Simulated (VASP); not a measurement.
Set up this calculation in VASP 6.6.1, as the native input.

* Task: single point
* Functional: PBEsol
* Potentials or basis: VASP PAW PBE potentials, release 64 (Al, Cu)
* Cutoff: 520 eV
* k mesh: 12 × 12 × 12
* Occupations: gaussian, width 0.15 eV
* Spin: no spin polarisation
* Dipole correction: no
* Further INCAR settings: ALGO = Fast; EDIFF = 1e-06; NBANDS = 26

The structure of AlCu3 lies in POSCAR:

```
AlCu3
1.0
    3.8860033762     -0.0998739185      0.0000000000
   -0.0998739185      3.8860033762      0.0000000000
    0.0000000000      0.0000000000      3.6317788563
Al Cu
1 3
Direct
    0.0000000000      0.0000000000      0.0000000000
    0.5000000000      0.5000000000      0.0000000000
    0.5000000000      0.0000000000      0.5000000000
    0.0000000000      0.5000000000      0.5000000000
```

The input as run:

INCAR

```
SYSTEM = AlCu3
  PREC = Accurate
  ENCUT = 520
  EDIFF = 1E-6
  ISMEAR = 0
  SIGMA = 0.15
  LREAL = .False.
  LASPH = .True.
  NELM = 100
  ALGO = Fast
  ISIF = 2
  LWAVE = .False.
  LCHARG = .True.
  GGA = PS
  LELF = .True.
  LVHAR = .True.
  NBANDS = 26
```

KPOINTS

```
regular mesh
0
Gamma
  12 12 12
  0 0 0
```

Potentials or basis: VASP PAW PBE potentials, release 64 (Al, Cu).

Command:

```console
$ cat potpaw_PBE.64/Al/POTCAR potpaw_PBE.64/Cu/POTCAR > POTCAR
$ mpirun -np 1 vasp_std > vasp.out
```

It gave:

| Item | Value |
| --- | --- |
| Pressure | -14.0 GPa |
| Band gap on the k mesh | zero (bands 18 and 19 overlap by 4.77 eV) |

Caveat: the cell stands under tension; the PAW data sets were made with another functional, which shifts forces and pressure a little.

Wall time 11 min on 1 thread of Intel Xeon 8259CL, with other jobs on the host, peak memory 0.43 GiB.
